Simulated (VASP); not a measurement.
# Sr (Cmcm) in VASP: notebook

Sr is run at these levels: PBE; tasks: single point.

Everything below comes from runs of VASP 6.6.1. Logs are shortened: lines on timing, memory, paths and dates and some standing lists are left out, and cuts for length are marked.

## Step 1: The cell of the first run

Symmetry: Cmcm, No. 63, orthorhombic system. Conventional cell: a = 3.948 Å, b = 8.464 Å, c = 6.522 Å, α = 90.00°, β = 90.00°, γ = 90.00°. Within 5.2 Å of Sr (site symmetry m2m) lie 12 Sr at 3.95 to 4.67 Å.

## Step 2: Single point, PBE

Input file INCAR:

```
  PREC = Accurate
  ENCUT = 520
  EDIFF = 1E-6
  ISMEAR = 0
  SIGMA = 0.15
  LREAL = False
  LASPH = True
  NELM = 100
  ALGO = Fast
  ISIF = 2
  LWAVE = False
  LCHARG = False
  GGA = PE
  NBANDS = 17
```

Input file KPOINTS:

```
regular mesh
0
Gamma
  12 12 6
```

Input file POSCAR:

```
Sr
1.0
    3.9476748391      0.0000000000      0.0000000000
   -1.9738374196      4.2319035325      0.0000000000
    0.0000000000      0.0000000000      6.5223838647
Sr
2
Direct
    0.3333333333      0.6666666667      0.2500000000
    0.6666666667      0.3333333333      0.7500000000
```

Potentials or basis: VASP PAW PBE potentials, release 64 (Sr_sv).

Run with:

```console
$ cat potpaw_PBE.64/Sr_sv/POTCAR > POTCAR
$ mpirun -np 1 vasp_std > vasp.out
```

OUTCAR:

```text
PREC = Accurate
   ENCUT = 520
   EDIFF = 1E-6
   ISMEAR = 0
   LREAL = False
   LASPH = True
   NELM = 100
   ISIF = 2
   GGA = PE

 ion  position               nearest neighbor table
   1  0.333  0.667  0.250-   2 4.06   2 4.06   2 4.06   2 4.06   2 4.31   2 4.31
   2  0.667  0.333  0.750-   1 4.06   1 4.06   1 4.06   1 4.06   1 4.31   1 4.31

  LATTYP: Found a base centered orthorhombic cell.
 ALAT       =     3.9476748391
 B/A-ratio  =     2.1439980267
 C/A-ratio  =     1.6522089915

  Lattice vectors:

 A1 = (   1.9738374196,  -4.2319035325,   0.0000000000)
 A2 = (   1.9738374195,   4.2319035325,   0.0000000000)
 A3 = (   0.0000000000,   0.0000000000,   6.5223838647)

Analysis of symmetry for initial positions (statically):
=====================================================================
 Subroutine PRICEL returns:
 Original cell was already a primitive cell.

 Routine SETGRP: Setting up the symmetry group for a
 base centered orthorhombic supercell.

 Subroutine GETGRP returns: Found  8 space group operations
 (whereof  4 operations were pure point group operations)
 out of a pool of  8 trial point group operations.

The static configuration has the point symmetry C_2h.
 The point group associated with its full space group is D_2h.

Analysis of symmetry for dynamics (positions and initial velocities):
=====================================================================
 Subroutine PRICEL returns:
 Original cell was already a primitive cell.

 Routine SETGRP: Setting up the symmetry group for a
 base centered orthorhombic supercell.

 Subroutine GETGRP returns: Found  8 space group operations
 (whereof  4 operations were pure point group operations)
 out of a pool of  8 trial point group operations.

The dynamic configuration has the point symmetry C_2h.
 The point group associated with its full space group is D_2h.

 Subroutine INISYM returns: Found  8 space group operations
 (whereof  4 operations are pure point group operations),
 and found     1 'primitive' translations

----------------------------------------------------------------------------------------

                                     Primitive cell

  volume of cell :     108.9641

  direct lattice vectors                    reciprocal lattice vectors
     3.947674839  0.000000000  0.000000000     0.253313670  0.118150141  0.000000000
    -1.973837420  4.231903532  0.000000000     0.000000000  0.236300282  0.000000000
     0.000000000  0.000000000  6.522383865     0.000000000  0.000000000  0.153318176

  length of vectors
     3.947674839  4.669586884  6.522383865     0.279512560  0.236300282  0.153318176

  position of ions in fractional coordinates (direct lattice)
     0.333333333  0.666666667  0.250000000
     0.666666667  0.333333333  0.750000000

  ion indices of the primitive-cell ions
   primitive index   ion index
                 1           1
                 2           2

----------------------------------------------------------------------------------------

 KPOINTS: regular mesh

Automatic generation of k-mesh.
 Grid dimensions read from file:
 generate k-points for:   12   12    6

 Generating k-lattice:

  Cartesian coordinates                     Fractional coordinates (reciprocal lattice)
     0.021109472  0.009845845  0.000000000     0.083333333  0.000000000  0.000000000
     0.000000000  0.019691690  0.000000000     0.000000000  0.083333333  0.000000000
     0.000000000  0.000000000  0.025553029     0.000000000  0.000000000  0.166666667

  Length of vectors
     0.023292713  0.019691690  0.025553029

  Shift w.r.t. Gamma in fractional coordinates (k-lattice)
     0.000000000  0.000000000  0.000000000

 Subroutine IBZKPT returns following result:
 ===========================================

 Found    172 irreducible k-points:

 Following reciprocal coordinates:
            Coordinates               Weight
  0.000000  0.000000  0.000000      1.000000
  0.083333 -0.000000  0.000000      4.000000
  0.166667  0.000000  0.000000      4.000000
  0.250000  0.000000  0.000000      4.000000
  0.333333 -0.000000  0.000000      4.000000
  0.416667  0.000000  0.000000      4.000000
[... 16 lines left out ...]
  0.333333  0.166667  0.000000      4.000000
  0.416667  0.166667  0.000000      4.000000
 [... further k-points ...]
   k-points           NKPTS =    172   k-points in BZ     NKDIM =    172   number of bands    NBANDS=     17
   number of dos      NEDOS =    301   number of ions     NIONS =      2
   total plane-waves  NPLWV =  54000
   dimension x,y,z NGX =    30 NGY =   36 NGZ =   50
   dimension x,y,z NGXF=    60 NGYF=   72 NGZF=  100
   ions per type =               2
   NGX,Y,Z   is equivalent  to a cutoff of  12.63, 12.82, 12.74 a.u.
   NGXF,Y,Z  is equivalent  to a cutoff of  25.27, 25.63, 25.49 a.u.
 SYSTEM =  unknown system
   PREC   = accura    normal or accurate (medium, high low for compatibility)
   ISTART =      0    job   : 0-new  1-cont  2-samecut
   ICHARG =      2    charge: 1-file 2-atom 10-const
   ISPIN  =      1    spin polarized calculation?
   LNONCOLLINEAR =      F non collinear calculations
   LSORBIT =      F    spin-orbit coupling
   LASPH  =      T    aspherical Exc in radial PAW
   ENCUT  =  520.0 eV  38.22 Ry    6.18 a.u.   7.34  8.68 12.13*2*pi/ulx,y,z
   NELM   =    100;   NELMIN=  2; NELMDL= -5     # of ELM steps
   EDIFF  = 0.1E-05   stopping-criterion for ELM
   LREAL  =      F    real-space projection
   EDIFFG = 0.1E-04   stopping-criterion for IOM
   NSW    =      0    number of steps for IOM
   IBRION =     -1    ionic relax: 0-MD 1-quasi-New 2-CG
   NFREE  =      0    steps in history (QN), initial steepest desc. (CG)
   ISIF   =      2    stress and relaxation
   ISYM   =      2    0-nonsym 1-usesym 2-fastsym
   POTIM  = 0.5000    time-step for ionic-motion
   TEBEG  =    0.0;   TEEND  =   0.0 temperature during run
   PSTRESS=    0.0 pullay stress
   NELECT =      20.0000    total number of electrons
   NUPDOWN=      -1.0000    fix difference up-down
   EMIN   =  10.00;   EMAX   =-10.00  energy-range for DOS
   EFERMI =   0.00;   METHOD = LEGACY
   ISMEAR =     0;   SIGMA  =   0.15  broadening in eV -4-tet -1-fermi 0-gaus
   EFERMI_NEDOS =   21; number of points for ismear=-14 and -15
   IALGO  =     68    algorithm
   IMIX   =      4    mixing-type and parameters
     AMIX     =   0.40;   BMIX     =  1.00
     AMIX_MAG =   1.60;   BMIX_MAG =  1.00
  volume/ion in A,a.u.               =      54.48       367.66
  Fermi-wavevector in a.u.,A,eV,Ry     =   0.930373  1.758150 11.777115  0.865594
  Thomas-Fermi vector in A             =   2.056754
   LORBIT       =      0    0 simple, 1 ext, 2 COOP (PROOUT), +10 PAW based schemes
   GGA     = PE    functional components
   LHFCALC =     F    Hartree Fock is set to
   AEXX    =    0.0000 exact exchange contribution
   IVDW    =     0    specifies the selected vdW correction
   LEPSILON=     F    determine dielectric tensor
   LRPA    =     F    only Hartree local field effects (RPA)
 non-spin polarized calculation
 RMM-DIIS sequential band-by-band and
 Gauss-broadening in eV      SIGMA  =   0.15
  energy-cutoff  :      520.00
  volume of cell :      108.96
 maximum number of plane-waves:      2972
 NGX is ok and might be reduce to    30

 number of electron      20.0000001 magnetization

 Free energy of the ion-electron system (eV)
  ---------------------------------------------------
  ext. energy  EPLUGINS =         0.00000000
  ---------------------------------------------------
  free energy    TOTEN  =        -3.09178439 eV

  energy without entropy =       -3.06079780  energy(sigma->0) =       -3.07629110

 E-fermi :   1.5585     XC(G=0):  -7.3705

 val. band max:        1.5533029791   @ k =  -0.4167   0.1667   0.1667
 cond. band min:       1.5627870811   @ k =   0.0833   0.3333   0.3333
 fundamental gap:      0.0094841020
 Fermi energy:         1.5584958577

 k-point     1 :       0.0000    0.0000    0.0000
  band No.  band energies     occupation
      1     -35.0216      2.00000
      2     -34.9995      2.00000
      3     -17.1451      2.00000
      4     -16.9653      2.00000
      5     -16.9224      2.00000
      6     -16.9206      2.00000
[... 9 lines left out ...]
     16       4.8470      0.00000
     17       4.8873      0.00000

 k-point     2 :       0.0833   -0.0000    0.0000
  band No.  band energies     occupation
      1     -35.0203      2.00000
      2     -34.9989      2.00000
      3     -17.1391      2.00000
      4     -16.9664      2.00000
      5     -16.9399      2.00000
      6     -16.9186      2.00000
[... 9 lines left out ...]
     16       4.6254      0.00000
     17       4.8686      0.00000

 k-point     3 :       0.1667    0.0000    0.0000
  band No.  band energies     occupation
      1     -35.0166      2.00000
      2     -34.9974      2.00000
      3     -17.1220      2.00000
      4     -16.9807      2.00000
      5     -16.9717      2.00000
      6     -16.9347      2.00000
[... 9 lines left out ...]
     16       4.2100      0.00000
     17       4.6361      0.00000

 k-point     4 :       0.2500    0.0000    0.0000
  band No.  band energies     occupation
      1     -35.0113      2.00000
      2     -34.9955      2.00000
      3     -17.0961      2.00000
      4     -17.0345      2.00000
      5     -17.0077      2.00000
      6     -16.9592      2.00000
[... 9 lines left out ...]
     16       4.1107      0.00000
     17       4.7353      0.00000
[... 343 lines left out ...]
      1     -35.0087      2.00000
      2     -34.9963      2.00000
      3     -17.0731      2.00000
      4     -17.0445      2.00000
      5     -17.0076      2.00000
      6     -16.9809      2.00000
[... 9 lines left out ...]
     16       5.1505      0.00000
     17       5.5270      0.00000

 k-point    23 :       0.3333    0.1667    0.0000
  band No.  band energies     occupation
      1     -35.0031      2.00000
      2     -34.9952      2.00000
      3     -17.0949      2.00000
      4     -17.0616      2.00000
      5     -17.0414      2.00000
      6     -16.9780      2.00000
[... 9 lines left out ...]
     16       5.3202      0.00000
     17       5.6530      0.00000

 k-point    24 :       0.4167    0.1667    0.0000
  band No.  band energies     occupation
      1     -34.9985      2.00000
      2     -34.9951      2.00000
      3     -17.1290      2.00000
      4     -17.1040      2.00000
      5     -17.0123      2.00000
      6     -16.9738      2.00000
[... 9 lines left out ...]
     16       5.0009      0.00000
     17       5.4156      0.00000

 [... further k-points ...]

------------------------ aborting loop because EDIFF is reached ----------------------------------------

  FORCE on cell =-STRESS in cart. coord.  units (eV):
  Direction    XX          YY          ZZ          XY          YZ          ZX
  --------------------------------------------------------------------------------------
  -------------------------------------------------------------------------------------
  Total        1.5299276     -1.4088492      1.0388108      0.0000000      0.0000000      0.0000000
  in kB       22.4956197    -20.7153186     15.2743787      0.0000000      0.0000000      0.0000000
  external PRESSURE =       5.6848933 kB  Pullay stress =       0.0000000 kB

 VOLUME and BASIS-vectors are now :
 -----------------------------------------------------------------------------
  energy-cutoff  :      520.00
  volume of cell :      108.96
      direct lattice vectors                 reciprocal lattice vectors
     3.947674839  0.000000000  0.000000000     0.253313670  0.118150141  0.000000000
    -1.973837420  4.231903532  0.000000000     0.000000000  0.236300282  0.000000000
     0.000000000  0.000000000  6.522383865     0.000000000  0.000000000  0.153318176

 POSITION                                       TOTAL-FORCE (eV/Angst)
 -----------------------------------------------------------------------------------
     -0.00000      2.82127      1.63060        -0.000000      0.258205      0.000000
      1.97384      1.41063      4.89179         0.000000     -0.258205      0.000000
 -----------------------------------------------------------------------------------
    total drift:                               -0.000000      0.000000     -0.000000

  FREE ENERGIE OF THE ION-ELECTRON SYSTEM (eV)
  ---------------------------------------------------
  free  energy   TOTEN  =        -3.0917843873 eV

  energy  without entropy=       -3.0607978044  energy(sigma->0) =       -3.07629110
```

Run time: 2.7 min. Hardware: 1 thread of Intel Xeon 6975P-C (Granite Rapids), shared host; peak memory 0.42 GiB.

Results:

| Quantity | Value |
| --- | --- |
| Free energy | -3.0918 eV |
| Pressure | 0.6 GPa |
| Largest force | 0.258 eV/Å |
| Band gap on the k mesh | zero (bands 10 and 11 overlap by 0.32 eV) |

Forces in eV/Å, atoms in the order of the input:
```
Sr   0.000  0.258  0.000
Sr   0.000 -0.258  0.000
```

Caveat: the cell differs from its parent crystal (strain +e along x and -e along y -0.1100, strain +e along z and -e/2 along x and y -0.0700).

## Step 3: Single point, PBE

This run uses another cell than the first one, of the same volume but with other edges.

Input file INCAR:

```
SYSTEM = Sr
ALGO = Fast
EDIFF = 1E-7
ENCUT = 520
GGA = PE
ISIF = 2
ISMEAR = 0
LASPH = .True.
LCHARG = .False.
LREAL = .False.
LWAVE = .False.
NBANDS = 17
NELM = 100
PREC = Accurate
SIGMA = 0.15
```

Input file KPOINTS:

```
k-points
0
Gamma
  12 12 6
  0 0 0
```

Input file POSCAR:

```
Sr
1.0
    4.5878383265      0.0000000000      0.0000000000
   -2.2939191633      3.1600677033      0.0000000000
    0.0000000000      0.0000000000      7.5042481023
Sr
2
Direct
    0.3333333333      0.6666666667      0.2500000000
    0.6666666667      0.3333333333      0.7500000000
```

Potentials or basis: VASP PAW PBE potentials, release 64 (Sr_sv).

Run with:

```console
$ cat potpaw_PBE.64/Sr_sv/POTCAR > POTCAR
$ mpirun -np 1 vasp_std > vasp.out
```

Run time: 2.7 min. Hardware: 1 thread of Intel Xeon 6975P-C (Granite Rapids), shared host; peak memory 0.42 GiB.

It converged, with:

```
Free energy            : -3.0773 eV
Pressure               : 0.3 GPa
Largest force          : 0.134 eV/Å
Band gap on the k mesh : zero (bands 10 and 11 overlap by 0.50 eV)
```

Forces in eV/Å, atoms in the order of the input:
```
Sr   0.000 -0.134  0.000
Sr   0.000  0.134  0.000
```

Stress tensor (GPa, compression positive):
```
 0.08  0.00  0.00
 0.00  2.75  0.00
 0.00  0.00 -1.89
```

Levels at points of the mesh, in eV from the Fermi level:
```tsv
k point	band 6	band 7	band 8	band 9	band 10	band 11	band 12	band 13	band 14	band 15
(0.00, 0.00, 0.00)	-18.46	-18.44	-18.44	-3.57	-1.39	-0.23	1.46	1.76	1.77	3.55
(0.50, 0.00, 0.00)	-18.49	-18.46	-18.44	-1.02	-0.49	-0.02	0.44	0.99	1.50	3.33
(0.00, 0.50, 0.00)	-18.57	-18.50	-18.50	-0.51	-0.21	0.30	0.81	1.56	1.70	2.23
(0.00, 0.00, 0.50)	-18.45	-18.45	-18.45	-2.77	-2.77	0.93	0.93	1.55	1.55	3.73
(0.50, 0.00, 0.50)	-18.52	-18.45	-18.45	-0.80	-0.80	0.24	0.24	1.21	1.21	3.88
(0.00, 0.50, 0.50)	-18.58	-18.49	-18.49	-0.43	-0.43	0.72	0.72	1.73	1.73	2.42
```

Caveat: the cell differs from its parent crystal (strain +e along x and -e along y +0.1100, strain +e along z and -e/2 along x and y +0.0700).
